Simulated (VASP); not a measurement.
# Ag (P6_3/mmc) in VASP: further runs

The runs below take Ag through relaxation of cell and atoms, single point, with r2SCAN.

Everything below comes from runs of VASP 6.6.1. Logs are shortened: lines on timing, memory, paths and dates and some standing lists are left out, and cuts for length are marked.

### Step 1. The cell of the first run

Symmetry: P6_3/mmc, No. 194, hexagonal system. Conventional cell: a = 2.894 Å, b = 2.894 Å, c = 4.732 Å, α = 90.00°, β = 90.00°, γ = 120.00°. Ag (site symmetry -6m2) has 12 Ag at 2.89 to 2.90 Å within 3.8 Å.

This isn't the form of Ag at room conditions, which is fcc.

### Step 2. Relaxation of cell and atoms, r2SCAN, target pressure 1 GPa, at which the enthalpy is minimised

The input, POSCAR:

```
Ag
1.0
    2.8941631382      0.0000000000      0.0000000000
   -1.4470815691      2.5064188004      0.0000000000
    0.0000000000      0.0000000000      4.7319864363
Ag
2
Direct
    0.3333333333      0.6666666667      0.2500000000
    0.6666666667      0.3333333333      0.7500000000
```

The input, INCAR.step1:

```
SYSTEM = Ag
ALGO = Normal ; EDIFF = 1E-5
EDIFFG = -0.005 ; ENCUT = 550
GGA = PE ; GGA_COMPAT = .FALSE.
IBRION = 2 ; ISIF = 3
ISMEAR = 0 ; LASPH = .TRUE.
LCHARG = .FALSE. ; LREAL = .FALSE.
LWAVE = .TRUE. ; NELM = 120
NELMIN = 4 ; NSW = 100
PREC = Accurate ; SIGMA = 0.1
```

The input, INCAR.step2:

```
SYSTEM = Ag
ALGO = Normal ; EDIFF = 1E-7
EDIFFG = -0.008 ; ENCUT = 550
GGA_COMPAT = .FALSE. ; IBRION = 2
ISIF = 3 ; ISMEAR = 0
ISTART = 1 ; LASPH = .TRUE.
LCHARG = .FALSE. ; LMIXTAU = .TRUE.
LREAL = .FALSE. ; LWAVE = .FALSE.
METAGGA = R2SCAN ; NELM = 120
NELMIN = 4 ; NSW = 70
PREC = Accurate ; PSTRESS = 10.0
SIGMA = 0.1
```

The input, KPOINTS:

```
k-points
0
G
  18 18 10
  0 0 0
```

Potentials or basis: VASP PAW PBE potentials, release 64 (Ag).

Command:

```console
> cat potpaw_PBE.64/Ag/POTCAR > POTCAR
> cp INCAR.step1 INCAR
> mpirun -np 1 vasp_std > vasp.out
> cp INCAR.step2 INCAR
> mpirun -np 1 vasp_std > vasp.out
```

OUTCAR:

```text
SYSTEM = Ag
   EDIFF = 1E-7
   EDIFFG = -0.008
   ENCUT = 550
   IBRION = 2
   ISIF = 3
   ISMEAR = 0
   ISTART = 1
   LASPH = .TRUE.
   LREAL = .FALSE.
   METAGGA = R2SCAN
   NELM = 120
   NELMIN = 4
   NSW = 70
   PREC = Accurate
   PSTRESS = 10.0

 ion  position               nearest neighbor table
   1  0.333  0.667  0.250-   2 2.90   2 2.90   2 2.90   2 2.90   2 2.90   2 2.90
   2  0.667  0.333  0.750-   1 2.90   1 2.90   1 2.90   1 2.90   1 2.90   1 2.90

  LATTYP: Found a hexagonal cell.
 ALAT       =     2.8941631382
 C/A-ratio  =     1.6350102639

  Lattice vectors:

 A1 = (   2.8941631382,   0.0000000000,   0.0000000000)
 A2 = (  -1.4470815691,   2.5064188004,   0.0000000000)
 A3 = (   0.0000000000,   0.0000000000,   4.7319864363)

Analysis of symmetry for initial positions (statically):
=====================================================================
 Subroutine PRICEL returns:
 Original cell was already a primitive cell.

 Routine SETGRP: Setting up the symmetry group for a
 hexagonal supercell.

 Subroutine GETGRP returns: Found 24 space group operations
 (whereof 12 operations were pure point group operations)
 out of a pool of 24 trial point group operations.

The static configuration has the point symmetry D_3d.
 The point group associated with its full space group is D_6h.

Analysis of symmetry for dynamics (positions and initial velocities):
=====================================================================
 Subroutine PRICEL returns:
 Original cell was already a primitive cell.

 Routine SETGRP: Setting up the symmetry group for a
 hexagonal supercell.

 Subroutine GETGRP returns: Found 24 space group operations
 (whereof 12 operations were pure point group operations)
 out of a pool of 24 trial point group operations.

The dynamic configuration has the point symmetry D_3d.
 The point group associated with its full space group is D_6h.

 Subroutine INISYM returns: Found 24 space group operations
 (whereof 12 operations are pure point group operations),
 and found     1 'primitive' translations

----------------------------------------------------------------------------------------

                                     Primitive cell

  volume of cell :      34.3258

  direct lattice vectors                    reciprocal lattice vectors
     2.894163138  0.000000000  0.000000000     0.345523024  0.199487811  0.000000000
    -1.447081569  2.506418800  0.000000000     0.000000000  0.398975622  0.000000000
     0.000000000  0.000000000  4.731986436     0.000000000  0.000000000  0.211327740

  length of vectors
     2.894163138  2.894163138  4.731986436     0.398975622  0.398975622  0.211327740

  position of ions in fractional coordinates (direct lattice)
     0.333333333  0.666666667  0.250000000
     0.666666667  0.333333333  0.750000000

  ion indices of the primitive-cell ions
   primitive index   ion index
                 1           1
                 2           2

----------------------------------------------------------------------------------------

 KPOINTS: k-points

Automatic generation of k-mesh.
 Grid dimensions read from file:
 generate k-points for:   18   18   10

 Generating k-lattice:

  Cartesian coordinates                     Fractional coordinates (reciprocal lattice)
     0.019195724  0.011082656  0.000000000     0.055555556  0.000000000  0.000000000
     0.000000000  0.022165312  0.000000000     0.000000000  0.055555556  0.000000000
     0.000000000  0.000000000  0.021132774     0.000000000  0.000000000  0.100000000

  Length of vectors
     0.022165312  0.022165312  0.021132774

  Shift w.r.t. Gamma in fractional coordinates (k-lattice)
     0.000000000  0.000000000  0.000000000

 Subroutine IBZKPT returns following result:
 ===========================================

 Found    222 irreducible k-points:

 Following reciprocal coordinates:
            Coordinates               Weight
  0.000000  0.000000  0.000000      1.000000
  0.055556  0.000000  0.000000      6.000000
  0.111111  0.000000  0.000000      6.000000
  0.166667  0.000000  0.000000      6.000000
  0.222222  0.000000  0.000000      6.000000
  0.277778 -0.000000  0.000000      6.000000
[... 16 lines left out ...]
  0.333333  0.111111  0.000000     12.000000
  0.388889  0.111111  0.000000     12.000000
 [... further k-points ...]
   k-points           NKPTS =    222   k-points in BZ     NKDIM =    222   number of bands    NBANDS=     15
   number of dos      NEDOS =    301   number of ions     NIONS =      2
   total plane-waves  NPLWV =  20736
   dimension x,y,z NGX =    24 NGY =   24 NGZ =   36
   dimension x,y,z NGXF=    48 NGYF=   48 NGZF=   72
   ions per type =               2
   NGX,Y,Z   is equivalent  to a cutoff of  13.79, 13.79, 12.65 a.u.
   NGXF,Y,Z  is equivalent  to a cutoff of  27.57, 27.57, 25.30 a.u.
 SYSTEM =  Ag
   PREC   = accura    normal or accurate (medium, high low for compatibility)
   ISTART =      1    job   : 0-new  1-cont  2-samecut
   ICHARG =      0    charge: 1-file 2-atom 10-const
   ISPIN  =      1    spin polarized calculation?
   LNONCOLLINEAR =      F non collinear calculations
   LSORBIT =      F    spin-orbit coupling
   LASPH  =      T    aspherical Exc in radial PAW
   ENCUT  =  550.0 eV  40.42 Ry    6.36 a.u.   5.53  5.53  9.05*2*pi/ulx,y,z
   NELM   =    120;   NELMIN=  4; NELMDL=  0     # of ELM steps
   EDIFF  = 0.1E-06   stopping-criterion for ELM
   LREAL  =      F    real-space projection
   EDIFFG = -.8E-02   stopping-criterion for IOM
   NSW    =     70    number of steps for IOM
   IBRION =      2    ionic relax: 0-MD 1-quasi-New 2-CG
   NFREE  =      1    steps in history (QN), initial steepest desc. (CG)
   ISIF   =      3    stress and relaxation
   ISYM   =      2    0-nonsym 1-usesym 2-fastsym
   POTIM  = 0.5000    time-step for ionic-motion
   TEBEG  =    0.0;   TEEND  =   0.0 temperature during run
   PSTRESS=   10.0 pullay stress
   NELECT =      22.0000    total number of electrons
   NUPDOWN=      -1.0000    fix difference up-down
   EMIN   =  10.00;   EMAX   =-10.00  energy-range for DOS
   EFERMI =   0.00;   METHOD = LEGACY
   ISMEAR =     0;   SIGMA  =   0.10  broadening in eV -4-tet -1-fermi 0-gaus
   EFERMI_NEDOS =   21; number of points for ismear=-14 and -15
   IALGO  =     38    algorithm
   IMIX   =      4    mixing-type and parameters
     AMIX     =   0.40;   BMIX     =  1.00
     AMIX_MAG =   1.60;   BMIX_MAG =  1.00
  volume/ion in A,a.u.               =      17.16       115.82
  Fermi-wavevector in a.u.,A,eV,Ry     =   1.411483  2.667316 27.106676  1.992285
  Thomas-Fermi vector in A             =   2.533330
   LORBIT       =      0    0 simple, 1 ext, 2 COOP (PROOUT), +10 PAW based schemes
   METAGGA = R2SCAN    functional components
   LHFCALC =     F    Hartree Fock is set to
   AEXX    =    0.0000 exact exchange contribution
   IVDW    =     0    specifies the selected vdW correction
   LEPSILON=     F    determine dielectric tensor
   LRPA    =     F    only Hartree local field effects (RPA)
 conjugate gradient relaxation of ions
 non-spin polarized calculation
 Gauss-broadening in eV      SIGMA  =   0.10
  energy-cutoff  :      550.00
  volume of cell :       34.33
 maximum number of plane-waves:      1038
 NGX is ok and might be reduce to    24
   NGX = 11   NGY = 11   NGZ = 19

--------------------------------------- Ionic step        1  -------------------------------------------

 number of electron      22.0000003 magnetization

 Free energy of the ion-electron system (eV)
  ---------------------------------------------------
  ext. energy  EPLUGINS =         0.00000000
  ---------------------------------------------------
  free energy    TOTEN  =       -42.70393028 eV

  energy without entropy =      -42.70006196  energy(sigma->0) =      -42.70199612

------------------------ aborting loop because EDIFF is reached ----------------------------------------

  FORCE on cell =-STRESS in cart. coord.  units (eV):
  Direction    XX          YY          ZZ          XY          YZ          ZX
  --------------------------------------------------------------------------------------
  -------------------------------------------------------------------------------------
  Total        0.2443754      0.2443754      0.2485707      0.0000000      0.0000000      0.0000000
  in kB       11.4063811     11.4063811     11.6022022      0.0000000      0.0000000      0.0000000
  external PRESSURE =       1.4716548 kB  Pullay stress =      10.0000000 kB
[... 61 lines left out ...]
  enthalpy is  TOTEN    =       -42.4896922658 eV   P V=        0.2147336275

--------------------------------------- Ionic step        3  -------------------------------------------

 number of electron      22.0000004 magnetization

 Free energy of the ion-electron system (eV)
  ---------------------------------------------------
  ext. energy  EPLUGINS =         0.00000000
  ---------------------------------------------------
  free energy    TOTEN  =       -42.70421072 eV

  energy without entropy =      -42.70034630  energy(sigma->0) =      -42.70227851

 E-fermi :   8.3132     XC(G=0): -12.9107

 val. band max:        8.3121063479   @ k =   0.4444   0.0556   0.2000
 cond. band min:       8.3138357700   @ k =   0.1111   0.0000   0.1000
 fundamental gap:      0.0017294221
 Fermi energy:         8.3131784613

 k-point     1 :       0.0000    0.0000    0.0000
  band No.  band energies     occupation
      1       0.4266      2.00000
      2       1.6432      2.00000
      3       3.2044      2.00000
      4       3.3031      2.00000
      5       3.3031      2.00000
      6       3.5417      2.00000
      7       3.5417      2.00000
      8       3.8948      2.00000
      9       3.8948      2.00000
     10       4.9121      2.00000
     11       4.9121      2.00000
     12       8.0055      1.99999
     13      11.9644      0.00000
     14      24.6050      0.00000
     15      26.5561      0.00000
[... 397 lines left out ...]
 k-point    24 :       0.3889    0.1111    0.0000
  band No.  band energies     occupation
      1       1.8782      2.00000
      2       2.0979      2.00000
      3       2.2335      2.00000
      4       3.1797      2.00000
      5       3.5427      2.00000
      6       3.7419      2.00000
      7       3.8831      2.00000
      8       4.9067      2.00000
      9       5.0352      2.00000
     10       5.0654      2.00000
     11       7.9390      2.00000
     12      11.2496      0.00000
     13      15.2534      0.00000
     14      15.5794      0.00000
     15      17.7227      0.00000

 [... further k-points ...]

------------------------ aborting loop because EDIFF is reached ----------------------------------------

  FORCE on cell =-STRESS in cart. coord.  units (eV):
  Direction    XX          YY          ZZ          XY          YZ          ZX
  --------------------------------------------------------------------------------------
  -------------------------------------------------------------------------------------
  Total        0.2161816      0.2161816      0.2192503      0.0000000     -0.0000000      0.0000000
  in kB       10.0781047     10.0781047     10.2211614      0.0000000     -0.0000000      0.0000000
  external PRESSURE =       0.1257902 kB  Pullay stress =      10.0000000 kB
[... 17 lines left out ...]
  FREE ENERGIE OF THE ION-ELECTRON SYSTEM (eV)
  ---------------------------------------------------
  free  energy   TOTEN  =       -42.7042107185 eV

  energy  without entropy=      -42.7003463003  energy(sigma->0) =      -42.70227851

  enthalpy is  TOTEN    =       -42.4897044761 eV   P V=        0.2145062424

 reached required accuracy - stopping structural energy minimisation
```

Run time: 11 min. Hardware: 1 thread of AMD EPYC 9R45 (Zen 5), shared host; peak memory 0.22 GiB.

What came out:

```
Free energy                                                : -42.7042 eV
Relaxed volume                                             : 17.18 Å³/atom
Relaxed cell                                               : a = 2.895 Å, b = 2.895 Å, c = 4.734 Å, α = 90.00°, β = 90.00°, γ = 120.00°
Space group after relaxing (to 0.1 Å)                      : P6_3/mmc (No. 194)
Energy change on relaxing (the run minimises the enthalpy) : -0.1 meV/atom
Ionic steps                                                : 3
Pressure after relaxing                                    : 1.0 GPa
Band gap on the k mesh                                     : zero (bands 11 and 12 overlap by 7.97 eV)
```

The path:
```
step  energy change (eV)  largest force (eV/Å)  pressure (GPa)  volume (Å³)
   1              0.0000                0.0000            1.15        34.33
   2             -0.0005                0.0000            0.90        34.40
   3             -0.0003                0.0000            1.01        34.37
```

Final structure:
```
CELL_PARAMETERS angstrom
2.89529 0.00000 0.00000
-1.44764 2.50739 0.00000
0.00000 0.00000 4.73408
ATOMIC_POSITIONS crystal
Ag 0.33333 0.66667 0.25000
Ag 0.66667 0.33333 0.75000
```

Levels at points of the mesh, in eV from the Fermi level:
```
           k point  band 8  band 9  band 10  band 11  band 12  band 13  band 14  band 15
(0.00, 0.00, 0.00)   -4.42   -4.42    -3.40    -3.40    -0.31     3.65    16.29    18.24
(0.50, 0.00, 0.00)   -3.26   -3.21    -3.12     0.14     1.59     7.17     7.41     9.71
(0.00, 0.00, 0.50)   -4.74   -3.72    -3.72    -3.72    -3.72    11.48    11.48    16.66
(0.50, 0.00, 0.50)   -3.43   -3.18    -3.18     0.87     0.87     4.72     4.72    14.13
```

Caveat: the cell is relaxed towards a set pressure, so the run minimises the enthalpy, not the energy; the PAW data sets were made with another functional, which shifts forces and pressure a little.

### Step 3. Single point, r2SCAN (strain along c alone, the other axes held: +3.0 %)

The input, POSCAR:

```
Ag
1.0
    2.9036756676      0.0000000000      0.0000000000
   -1.4518378338      2.5146568925      0.0000000000
    0.0000000000      0.0000000000      4.8899657013
Ag
2
Direct
    0.3333333333      0.6666666667      0.2500000000
    0.6666666667      0.3333333333      0.7500000000
```

The input, INCAR.step1:

```
SYSTEM = Ag
PREC = Accurate ; ENCUT = 520
ISMEAR = 0 ; SIGMA = 0.1
LREAL = .False. ; LASPH = .True.
NELM = 80 ; NBANDS = 18
GGA = PE ; ALGO = Normal
EDIFF = 1E-4 ; LWAVE = .True.
LCHARG = .False.
```

The input, INCAR.step2:

```
SYSTEM = Ag
PREC = Accurate ; ENCUT = 520
EDIFF = 1E-6 ; ISMEAR = 0
SIGMA = 0.1 ; LREAL = .False.
LASPH = .True. ; NELM = 80
ALGO = Normal ; ISIF = 2
LWAVE = .False. ; LCHARG = .False.
METAGGA = R2SCAN ; LMIXTAU = .True.
NBANDS = 18 ; ISTART = 1
```

The input, KPOINTS:

```
regular mesh
0
Gamma
  24 24 12
  0 0 0
```

Potentials or basis: VASP PAW PBE potentials, release 64 (Ag).

Command:

```console
> cat potpaw_PBE.64/Ag/POTCAR > POTCAR
> cp INCAR.step1 INCAR
> mpirun -np 1 vasp_std > vasp.out
> cp INCAR.step2 INCAR
> mpirun -np 1 vasp_std > vasp.out
```

Run time: 21 min. Hardware: 1 thread of AMD EPYC 9755, shared host; peak memory 0.31 GiB.

It converged, with:

```
Free energy            : -42.6962 eV
Pressure               : -2.7 GPa
Band gap on the k mesh : zero (bands 11 and 12 overlap by 7.96 eV)
```

Stress tensor (GPa, compression positive):
```
-2.00  0.00  0.00
 0.00 -2.00  0.00
 0.00  0.00 -4.06
```

Levels at points of the mesh, in eV from the Fermi level:
```tsv
k point	band 7	band 8	band 9	band 10	band 11	band 12	band 13	band 14	band 15	band 16
(0.00, 0.00, 0.00)	-4.77	-4.31	-4.31	-3.46	-3.46	-0.48	2.97	16.33	17.37	18.38
(0.50, 0.00, 0.00)	-4.00	-3.33	-3.25	-3.15	0.17	1.55	6.74	7.04	9.10	10.24
(0.00, 0.00, 0.50)	-4.72	-4.72	-3.75	-3.75	-3.75	-3.75	10.47	10.47	16.68	16.68
(0.50, 0.00, 0.50)	-3.48	-3.48	-3.19	-3.19	0.88	0.88	4.49	4.49	13.92	13.92
```

Caveat: the cell differs from its parent crystal (strain along c alone, the other axes held: +3.0 %); the PAW data sets were made with another functional, which shifts forces and pressure a little.

The gap in the log of VASP goes by the Fermi energy; the results here count the filled bands.